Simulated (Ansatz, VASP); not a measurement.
# Two plane-wave programs on Sn4P

```
CELL_PARAMETERS angstrom
4.90460 0.00000 0.00000
0.00000 4.90460 0.00000
0.00000 0.00000 4.90460
ATOMIC_POSITIONS crystal
Sn 0.00000 0.50000 0.50000
Sn 0.50000 0.50000 0.00000
Sn 0.50000 0.00000 0.50000
Sn 0.00000 0.00000 0.00000
P 0.50000 0.50000 0.50000
```

Change from the starting cell: species swapped into the Fe4N type (Pm-3m, No. 221).

Alike in both runs: task relaxation of cell and atoms; functional PBE; k mesh 4 × 4 × 4; occupations gaussian, width 0.1 eV; no spin polarisation.

|  | VASP | Ansatz |
| --- | --- | --- |
| version | VASP 6.6.1 | Ansatz 0.2.0 |
| potentials or method | VASP PAW PBE potentials, release 64 (Sn_d, P), cutoff 600 eV | scalar-relativistic, plane waves, PAW |
| valence electrons in the cell | 61 | 61 |

|  | VASP | Ansatz | Ansatz less VASP |
| --- | --- | --- | --- |
| gap on the k mesh at the Fermi level, each at its own relaxed structure (eV) | none | none | - |
| relaxed volume (Å³/atom) | 28.23 | 28.30 | +0.070 |
| relaxed cell length with the largest relative difference (Å) | 5.207 | 5.211 | +0.0043 |

A gap of «none» marks a metal or a gap that the smearing closes.

Noted on VASP's run: the volume moved by over 15 % at a fixed basis, so the end points are rough.
